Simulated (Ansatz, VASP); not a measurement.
Two plane-wave programs on GaN

File POSCAR:

```
GaN
1.0
    0.0000000000      2.2535006075      2.1182905710
    2.2535006075      0.0000000000      2.1182905710
    2.2535006075      2.2535006075      0.0000000000
Ga N
1 1
Direct
    0.0000000000      0.0000000000      0.0000000000
    0.7500000000      0.7500000000      0.7500000000
```

The input INCAR.step1:

```
SYSTEM = GaN
PREC = Accurate
ENCUT = 520
ISMEAR = 0
SIGMA = 0.05
LREAL = .False.
LASPH = .True.
NELM = 100
NBANDS = 16
GGA = PE
ALGO = Normal
EDIFF = 1E-4
LWAVE = .True.
LCHARG = .False.
```

File INCAR.step2:

```
SYSTEM = GaN
PREC = Accurate
ENCUT = 520
EDIFF = 1E-7
ISMEAR = 0
SIGMA = 0.05
LREAL = .False.
LASPH = .True.
NELM = 100
ALGO = Normal
ISIF = 2
LWAVE = .False.
LCHARG = .False.
METAGGA = R2SCAN
LMIXTAU = .True.
NBANDS = 16
ISTART = 1
```

KPOINTS

```
Automatic mesh
0
Gamma
  10 10 10
  0 0 0
```

Input for Ansatz:

```yaml
crystal:
  lattice:
    - [0.0, 2.2535006075, 2.118290571]
    - [2.2535006075, 0.0, 2.118290571]
    - [2.2535006075, 2.2535006075, 0.0]
  atoms:
    - { symbol: Ga, position: [0.0, 0.0, 0.0] }
    - { symbol: "N", position: [0.75, 0.75, 0.75] }
basis:
  ecutwfc: 500
kpoints:
  mp_grid: { grid: [10, 10, 10] }
hamiltonian:
  xc: r2scan
scf:
  occupations: { method: gaussian, width: 0.05 }
output:
  forces: true
  stress: true
  eigenvalues: true
```

Change from the starting cell: strain -0.0600 x Voigt [0, 0, 1, 0, 0, 0], atoms carried along.

Alike in both runs: task single point; functional r2SCAN; k mesh 10 × 10 × 10; occupations gaussian, width 0.05 eV; no spin polarisation.

|  | VASP | Ansatz |
| --- | --- | --- |
| version | VASP 6.6.1 | Ansatz 0.2.0 |
| potentials or method | VASP PAW PBE potentials, release 64 (Ga_d, N), cutoff 520 eV | scalar-relativistic, plane waves, PAW |
| valence electrons in the cell | 18 | 18 |

Ansatz gave:

```
gap on the k mesh at the Fermi level (eV)                     : 2.36
least direct gap on the mesh (eV)                             : 2.36
pressure (GPa)                                                : 12.0
traceless stress, the component that is largest in VASP (GPa) : 4.37
```

Which values does VASP return?

gap on the k mesh at the Fermi level (eV): 2.35; least direct gap on the mesh (eV): 2.35; pressure (GPa): 13.2; traceless stress, the component that is largest in VASP (GPa): 4.26.

VASP's potentials were made for PBE, not for r2SCAN.
